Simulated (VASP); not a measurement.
Write the native input for VASP 6.6.1 that does the following.

```
Task                   : single point
Functional             : r2SCAN
Potentials or basis    : VASP PAW PBE potentials, release 64 (B, As)
Cutoff                 : 520 eV
k mesh                 : 10 × 10 × 10
Occupations            : gaussian, width 0.05 eV
Spin                   : no spin polarisation
Dipole correction      : no
Further INCAR settings : ALGO = Normal; EDIFF = 1e-06; NBANDS = 11
```

The system is BAs.

```
B As
1.0
     0.00000    2.19742    2.57958
     2.19742    0.00000    2.57958
     2.19742    2.19742    0.00000
B As
1 1
Cartesian
  0.0000 0.0000 0.0000
  3.2961 3.2961 3.8694
```

This cell differs from its parent crystal: strain -0.080 along x and y, +0.080 along z.

These files were run (other wordings do the same):

POSCAR

```
BAs
1.0
    0.0000000000      2.1974200000      2.5795800000
    2.1974200000      0.0000000000      2.5795800000
    2.1974200000      2.1974200000      0.0000000000
B As
1 1
Direct
    0.0000000000      0.0000000000      0.0000000000
    0.7500000000      0.7500000000      0.7500000000
```

INCAR.step1

```
SYSTEM = BAs
PREC     = Accurate       ! precision mode
ENCUT    = 520            ! plane-wave cutoff, eV
ISMEAR   = 0              ! smearing method
SIGMA    = 0.05           ! smearing width, eV
LREAL    = .False.        ! projectors in reciprocal space
LASPH    = .True.         ! aspherical terms in the spheres
NELM     = 60             ! most SCF steps
NBANDS   = 11             ! bands
GGA      = PE             ! functional
ALGO     = Normal         ! electronic algorithm
EDIFF    = 1E-4           ! SCF threshold, eV
LWAVE    = .True.         ! write WAVECAR
LCHARG   = .False.        ! write CHGCAR
```

INCAR.step2

```
SYSTEM = BAs
PREC     = Accurate       ! precision mode
ENCUT    = 520            ! plane-wave cutoff, eV
EDIFF    = 1E-6           ! SCF threshold, eV
ISMEAR   = 0              ! smearing method
SIGMA    = 0.05           ! smearing width, eV
LREAL    = .False.        ! projectors in reciprocal space
LASPH    = .True.         ! aspherical terms in the spheres
NELM     = 60             ! most SCF steps
ALGO     = Normal         ! electronic algorithm
ISIF     = 2              ! what is computed and relaxed
LWAVE    = .False.        ! write WAVECAR
LCHARG   = .True.         ! write CHGCAR
METAGGA  = R2SCAN         ! meta-GGA
LMIXTAU  = .True.       
LELF     = .True.         ! ELF
LVHAR    = .True.       
NBANDS   = 11             ! bands
ISTART   = 1
```

KPOINTS

```
Automatic mesh
0
Gamma
  10 10 10
  0 0 0
```

Potentials or basis: VASP PAW PBE potentials, release 64 (B, As).

Launch:

```sh
$ cat potpaw_PBE.64/B/POTCAR potpaw_PBE.64/As/POTCAR > POTCAR
$ cp INCAR.step1 INCAR
$ mpirun -np 1 vasp_std > vasp.out
$ cp INCAR.step2 INCAR
$ mpirun -np 1 vasp_std > vasp.out
```

Results of the run:

The pressure is 16.3 GPa and the band gap on the k mesh is zero (band 4 reaches 7.79 eV, above the bottom of band 5 at 7.71 eV).

Caveat: the cell differs from its parent crystal (strain -0.080 along x and y, +0.080 along z); the PAW data sets were made with another functional, which shifts forces and pressure a little.

Run time: 47 s on 1 thread of Intel(R) Xeon(R) 6975P-C (Granite Rapids), with other jobs on the host, peak memory 0.17 GiB.
